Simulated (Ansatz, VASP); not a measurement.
# One calculation of GaAs, two programs

```
CELL_PARAMETERS angstrom
0.00000 2.83264 2.83264
2.83264 0.00000 2.83264
2.83264 2.83264 0.00000
ATOMIC_POSITIONS crystal
Ga 0.00000 0.00000 0.00000
As 0.25000 0.25000 0.25000
```

Alike in both runs: task relaxation of the atoms; functional r2SCAN; k mesh 8 × 8 × 8; occupations fermi-dirac, width 0.02 eV; no spin polarisation.

|  | VASP | Ansatz |
| --- | --- | --- |
| version | VASP 6.6.1 | Ansatz 0.2.0 |
| potentials or method | VASP PAW PBE potentials, release 64 (Ga_d, As), cutoff 520 eV | PAW plane waves |
| valence electrons in the cell | 18 | 28 |

```csv
,VASP,Ansatz,Ansatz less VASP
"gap on the k mesh at the Fermi level, each at its own relaxed structure (eV)",0.95,0.97,+0.023
```

VASP's potentials were made for PBE, not for r2SCAN. VASP's potentials hold 18 valence electrons a cell and Ansatz's 28, so a difference there can come from the potentials and not from the codes. Ansatz's warnings: stress scf threshold loose.

Noted on VASP's run: the relaxation stopped at its first step, so nothing moved.
